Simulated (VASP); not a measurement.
SiGe2C2: single point with PBE

Crystal: SiGe2C2.

```
Si Ge C
1.0
     4.87201    0.00000    0.00000
     0.00000    4.87201    0.00000
     0.00000    0.00000    3.46033
Si Ge C
1 2 2
Direct
  0.50000 0.50000 0.50000
  0.00000 0.50000 0.50000
  0.50000 0.00000 0.50000
  0.00000 0.00000 0.00000
  0.50000 0.50000 0.00000
```

The cell was built from a structure type or drawn by symmetry, and may not be a known phase.

| Property | Result |
| --- | --- |
| Program | VASP 6.6.1 |
| Task | single point |
| Functional | PBE |
| Potentials or basis | VASP PAW PBE potentials, release 64 (Si, Ge_d, C) |
| Cutoff | 520 eV |
| k mesh | 8 × 8 × 12 |
| Occupations | gaussian, width 0.1 eV |
| Spin | no spin polarisation |

```
Pressure               : -0.1 GPa
Band gap on the k mesh : zero (bands 20 and 21 overlap by 1.93 eV)
```

Levels at points of the mesh, in eV from the Fermi level:
```
           k point  band 18  band 19  band 20  band 21  band 22  band 23
(0.00, 0.00, 0.00)    -1.12    -1.12     0.48     1.40     2.88     2.88
(0.50, 0.00, 0.00)    -1.64    -0.59     0.50     0.52     1.82     3.03
(0.50, 0.50, 0.00)    -0.67     0.00     0.86     0.86     0.93     1.32
(0.00, 0.00, 0.50)    -2.12    -2.12    -0.39     0.13     0.31     0.44
(0.50, 0.00, 0.50)    -2.15    -1.78    -1.46    -0.16     0.62     1.01
(0.50, 0.50, 0.50)    -3.54     0.44     0.55     0.55     2.07     3.46
```

It took 5.6 min on 1 thread of Intel(R) Xeon(R) Platinum 8259CL CPU @ 2.50GHz (Skylake/Cascade Lake) (shared host), peak memory 0.33 GiB.
